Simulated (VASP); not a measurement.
Write the native input for VASP 6.6.1 that does the following.

```
Task                   : single point
Functional             : PBE
Potentials or basis    : VASP PAW PBE potentials, release 64 (K_sv)
Cutoff                 : 520 eV
k mesh                 : 6 × 6 × 8
Occupations            : gaussian, width 0.1 eV
Spin                   : no spin polarisation
Dipole correction      : no
Further INCAR settings : ALGO = Fast; EDIFF = 1e-06; NBANDS = 26
```

The structure of K lies in POSCAR:

```
K
1.0
    9.1241566293      0.0000000000      0.0000000000
    0.0000000000      7.0374464978      0.0000000000
    0.0000000000      0.0000000000      5.0146927577
K
4
Direct
    0.1298267189      0.7500000000      0.8571760618
    0.6298267189      0.7500000000      0.6428239382
    0.8701732811      0.2500000000      0.1428239382
    0.3701732811      0.2500000000      0.3571760618
```

This cell differs from its parent crystal: Cs replaced by K, lengths x 0.899, strained.

The input as run:

INCAR

```
PREC = Accurate
ENCUT = 520
EDIFF = 1E-6
ISMEAR = 0
SIGMA = 0.1
LREAL = F
LASPH = T
NELM = 100
ALGO = Fast
ISIF = 2
LWAVE = F
LCHARG = T
GGA = PE
LELF = T
LVHAR = T
NBANDS = 26
```

KPOINTS

```
Automatic mesh
0
Gamma
  6 6 8
```

Potentials or basis: VASP PAW PBE potentials, release 64 (K_sv).

Command:

```bash
$ cat potpaw_PBE.64/K_sv/POTCAR > POTCAR
$ mpirun -np 1 vasp_std > vasp.out
```

Results of the run:

```
Pressure               : -0.2 GPa
Largest force          : 0.040 eV/Å
Band gap on the k mesh : zero (bands 18 and 19 overlap by 1.37 eV)
```

Caveat: the cell differs from its parent crystal (Cs replaced by K, lengths x 0.899, strained).

Wall time 9.6 min on 1 thread of Intel(R) Xeon(R) Platinum 8559C (Emerald Rapids) (shared host), peak memory 0.7 GiB.
